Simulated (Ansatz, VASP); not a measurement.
BN in VASP and in Ansatz

The input INCAR:

```
SYSTEM = BN
PREC = Accurate
ENCUT = 520
EDIFF = 1E-6
ISMEAR = 0
SIGMA = 0.01
LREAL = .FALSE.
LASPH = .TRUE.
NELM = 60
ALGO = Normal
ISIF = 2
LWAVE = .FALSE.
LCHARG = .FALSE.
GGA = PS
NBANDS = 16
```

File KPOINTS:

```
regular mesh
0
G
  6 6 2
  0 0 0
```

POSCAR

```
BN
1.0
    2.4982400000      0.0000000000      0.0000000000
   -1.2491200000      2.1635393048      0.0000000000
    0.0000000000      0.0000000000      6.6357000000
B N
2 2
Direct
    0.3333333333      0.6666666667      0.2500000000
    0.6666666667      0.3333333333      0.7500000000
    0.3333333333      0.6666666667      0.7500000000
    0.6666666667      0.3333333333      0.2500000000
```

Input for Ansatz:

```yaml
crystal:
  lattice:
    a: 2.49824
    b: 2.49824
    c: 6.6357
    alpha: 90.0
    beta: 90.0
    gamma: 120.0
  atoms:
    - { symbol: B, position: [0.3333333333333333, 0.6666666666666666, 0.25] }
    - { symbol: B, position: [0.6666666666666666, 0.3333333333333333, 0.75] }
    - { symbol: "N", position: [0.3333333333333333, 0.6666666666666666, 0.75] }
    - { symbol: "N", position: [0.6666666666666666, 0.3333333333333333, 0.25] }
basis:
  ecutwfc: 435.382179935808
kpoints:
  mp_grid:
    grid: [6, 6, 2]
hamiltonian:
  xc: pbesol
  pseudopotentials:
    kind: paw
scf:
  occupations:
    method: fixed
output:
  eigenvalues: true
```

Alike in both runs: task single point; functional PBEsol; k mesh 6 × 6 × 2; no spin polarisation.

|  | VASP | Ansatz |
| --- | --- | --- |
| version | VASP 6.6.1 | Ansatz 0.2.0 |
| potentials or method | VASP PAW PBE potentials, release 64 (B, N), cutoff 520 eV | plane waves, PAW |
| occupations | gaussian, width 0.01 eV | fixed |
| valence electrons in the cell | 16 | 16 |

|  | VASP | Ansatz | Ansatz less VASP |
| --- | --- | --- | --- |
| gap on the k mesh at the Fermi level (eV) | 4.18 | 4.19 | +0.010 |

VASP's potentials were made for PBE, not for PBEsol.

The k mesh is coarse, so the values compare programs but aren't converged.
